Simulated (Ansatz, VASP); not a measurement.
Two plane-wave programs on KBr

The input INCAR:

```
SYSTEM = KBr
PREC = Accurate
ENCUT = 520
EDIFF = 1E-6
ISMEAR = 0
SIGMA = 0.01
LREAL = .FALSE.
LASPH = .TRUE.
NELM = 100
ALGO = Normal
ISIF = 2
LWAVE = .FALSE.
LCHARG = .FALSE.
GGA = CA
NBANDS = 24
```

KPOINTS

```
regular mesh
0
G
  6 6 4
  0 0 0
```

Contents of POSCAR:

```
KBr
1.0
    5.6185806599      0.0000000000      0.0000000000
   -2.8092903300      4.8658335847      0.0000000000
    0.0000000000      0.0000000000      6.5538331369
K Br
2 2
Direct
    0.3333333333      0.6666666667     -0.0625000000
    0.6666666667      0.3333333333      0.4375000000
    0.3333333333      0.6666666667      0.4375000000
    0.6666666667      0.3333333333      0.9375000000
```

Input for Ansatz:

```yaml
crystal:
  lattice:
    - [5.6185806599, 0.0, 0.0]
    - [-2.80929033, 4.8658335847, 0.0]
    - [0.0, 0.0, 6.5538331369]
  atoms:
    - { symbol: K, position: [0.3333333333, 0.6666666667, -0.0625] }
    - { symbol: K, position: [0.6666666667, 0.3333333333, 0.4375] }
    - { symbol: Br, position: [0.3333333333, 0.6666666667, 0.4375] }
    - { symbol: Br, position: [0.6666666667, 0.3333333333, 0.9375] }
kpoints:
  mp_grid: { grid: [6, 6, 4] }
  band_path:
    path:
      - [0.0, 0.0, 0.0]
      - [0.5, 0.0, 0.0]
      - [0.3333333333, 0.3333333333, 0.0]
      - [0.0, 0.0, 0.5]
      - [0.5, 0.0, 0.5]
      - [0.3333333333, 0.3333333333, 0.5]
    npoints: 1
hamiltonian:
  xc: lda
scf:
  occupations: { method: fixed }
  n_extra_bands: 5
output:
  forces: true
  stress: true
  eigenvalues: true
  write_density: true
  write_potential: true
  elf: true
  volumetric_format: npy
```

Alike in both runs: task single point; functional LDA; k mesh 6 × 6 × 4; no spin polarisation.

```csv
,VASP,Ansatz
version,VASP 6.6.1,Ansatz 0.2.0
potentials or method,"VASP PAW LDA potentials, release 64 (K_sv, Br)","plane waves, PAW"
plane-wave cutoff (eV),520,420
occupations,"gaussian, width 0.01 eV",fixed
valence electrons in the cell,32,32
```

|  | VASP | Ansatz | Ansatz less VASP |
| --- | --- | --- | --- |
| gap on the k mesh at the Fermi level (eV) | 3.87 | 3.87 | -0.007 |
| pressure (GPa) | -1.2 | -1.2 | -0.04 |
| traceless stress, the component that is largest in VASP (GPa) | -0.19 | -0.20 | -0.006 |

LDA's correlation is that of Perdew and Zunger in VASP and of Perdew and Wang (1992) in Ansatz.
